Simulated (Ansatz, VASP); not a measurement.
## One calculation of Fe, two programs

Contents of INCAR:

```
  ALGO = Normal
  EDIFF = 1E-6
  EDIFFG = -0.01
  ENCUT = 600
  GGA = PE
  IBRION = 2
  ISIF = 3
  ISMEAR = -1
  LASPH = True
  LCHARG = False
  LREAL = False
  LWAVE = False
  NELM = 60
  NSW = 80
  PREC = Accurate
  SIGMA = 0.1
```

KPOINTS

```
k-points
0
Gamma
  11 11 11
```

Contents of POSCAR:

```
Fe
1.0
    0.0000000000      2.5145090540      2.5145090540
    2.5145090540      0.0000000000      2.5145090540
    2.5145090540      2.5145090540      0.0000000000
Fe
2
Direct
    0.1250000000      0.1250000000      0.1250000000
    0.8750000000      0.8750000000      0.8750000000
```

Input for Ansatz:

```yaml
crystal:
  lattice:
    - [0.0, 2.514509054, 2.514509054]
    - [2.514509054, 0.0, 2.514509054]
    - [2.514509054, 2.514509054, 0.0]
  atoms:
    - { symbol: Fe, position: [0.125, 0.125, 0.125] }
    - { symbol: Fe, position: [0.875, 0.875, 0.875] }
hamiltonian:
  xc: pbe
  pseudopotentials:
    kind: paw
    azcp:
      Fe: "pseudopotentials/Fe.paw.azcp"
basis:
  ecutwfc: 420
  fft_grid_basis: typed
kpoints:
  mp_grid: { grid: [11, 11, 11], shift: [0, 0, 0] }
magnetization:
  spin_polarized: false
scf:
  occupations: { method: fermi_dirac, width: 0.1 }
relax:
  max_steps: 60
  f_tol: 0.01
  cell: {}
output:
  write_density: true
  write_potential: true
  elf: true
  volumetric_format: npy
```

Alike in both runs: task relaxation of cell and atoms; functional PBE; k mesh 11 × 11 × 11; occupations fermi-dirac, width 0.1 eV; no spin polarisation.

|  | VASP | Ansatz |
| --- | --- | --- |
| version | VASP 6.6.1 | Ansatz 0.2.0 |
| potentials or method | VASP PAW PBE potentials, release 64 (Fe), cutoff 600 eV | plane waves (420 eV) with PAW, scalar-relativistic |
| valence electrons in the cell | 16 | 32 |

```csv
,VASP,Ansatz,Ansatz less VASP
relaxed volume (Å³/atom),14.34,14.49,+0.145
relaxed cell length with the largest relative difference (Å),3.436,3.448,+0.0115
```

VASP's potentials hold 16 valence electrons a cell and Ansatz's 32, so a difference there can come from the potentials and not from the codes.
